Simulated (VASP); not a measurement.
Crystal: TaN.

```xyz
2
Lattice="0.0000 2.2547 2.2547 2.2547 0.0000 2.2547 2.2547 2.2547 0.0000" Properties=species:S:1:pos:R:3 pbc="T T T"
Ta    2.2547    2.2547    2.2547
N     0.0000    0.0000    0.0000
```

This cell differs from its parent crystal: volume scaled by 1.06.

Base run:

* Program: VASP 6.6.1
* Functional: PBEsol
* Potentials or basis: VASP PAW PBE potentials, release 64 (Ta_pv, N)
* Cutoff: 520 eV
* k mesh: 10 × 10 × 10
* Occupations: fermi-dirac, width 0.05 eV
* Spin: no spin polarisation

Its results: band gap on the k mesh zero (band 8 reaches 10.22 eV, above the bottom of band 9 at 6.61 eV); pressure -25.8 GPa.

Question: The run is repeated on the same cell with these changes: functional from PBEsol to BLYP; cutoff from 520 eV to 600 eV; dispersion from none to D3(BJ). What comes out?

Answer: Band gap on the k mesh zero (band 8 reaches 10.79 eV, above the bottom of band 9 at 7.30 eV); pressure -21.1 GPa.

Several settings changed at once, so the effect can't be laid on one alone.

Caveats: the PAW data sets were made with another functional, which shifts forces and pressure a little; spin-orbit coupling is left out, which moves the levels of the heavy elements; pairwise dispersion overbinds metals, which lowers pressure and volume (some runs).
